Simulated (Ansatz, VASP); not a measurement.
One calculation of Nb, two programs

Contents of INCAR:

```
PREC = Accurate ; ENCUT = 520
EDIFF = 1E-6 ; ISMEAR = 0
SIGMA = 0.1 ; LREAL = False
LASPH = True ; NELM = 80
ALGO = Fast ; ISIF = 2
LWAVE = False ; LCHARG = True
LDIPOL = True ; IDIPOL = 3
DIPOL = 0.5 0.5 0.500 ; GGA = PS
LELF = True ; LVHAR = True
LVACPOTAV = True ; NBANDS = 40
```

The input KPOINTS:

```
Automatic mesh
0
Gamma
  13 13 1
```

Contents of POSCAR:

```
Nb
1.0
    2.8340200723      0.0000000000      0.0000000000
   -0.9446733574      2.6719397482      0.0000000000
    0.0000000000      0.0000000000     24.2558707973
Nb
5
Direct
    0.5000000000      0.5000000000      0.3092034940
    0.0000000000      0.0000000000      0.4046017470
    0.5000000000      0.5000000000      0.5000000000
    0.0000000000      0.0000000000      0.5953982530
    0.5000000000      0.5000000000      0.6907965060
```

Input for Ansatz:

```yaml
crystal:
  lattice:
    - [2.8340200723, 0.0, 0.0]
    - [-0.9446733574, 2.6719397482, 0.0]
    - [0.0, 0.0, 24.2558707973]
  atoms:
    - { symbol: Nb, position: [0.5, 0.5, 0.309203494] }
    - { symbol: Nb, position: [0.0, 0.0, 0.404601747] }
    - { symbol: Nb, position: [0.5, 0.5, 0.5] }
    - { symbol: Nb, position: [0.0, 0.0, 0.595398253] }
    - { symbol: Nb, position: [0.5, 0.5, 0.690796506] }
basis:
  ecutwfc: 420
kpoints:
  mp_grid: { grid: [13, 13, 1] }
hamiltonian:
  xc: pbesol
scf:
  occupations: { method: gaussian, width: 0.1 }
output:
  forces: true
  stress: true
  eigenvalues: true
efield:
  axis: 3
  dipole_correction: true
```

Alike in both runs: task single point; functional PBEsol; k mesh 13 × 13 × 1; occupations gaussian, width 0.1 eV; no spin polarisation.

|  | VASP | Ansatz |
| --- | --- | --- |
| version | VASP 6.6.1 | Ansatz 0.2.0 |
| potentials or method | VASP PAW PBE potentials, release 64 (Nb_sv), cutoff 520 eV | scalar-relativistic, plane waves, PAW |
| valence electrons in the cell | 65 | 65 |

VASP gave:

```
gap on the k mesh at the Fermi level (eV)  : none
rms of the force components (eV/Å)         : 0.194
work function, face that differs most (eV) : 4.67
```

Estimate Ansatz's values.

gap on the k mesh at the Fermi level (eV): none; rms of the force components (eV/Å): 0.189; work function, face that differs most (eV): 4.68.

VASP's potentials were made for PBE, not for PBEsol. Atom by atom the forces differ by 0.006 eV/Å (rms over components). A gap of «none» marks a metal or a gap that the smearing closes.
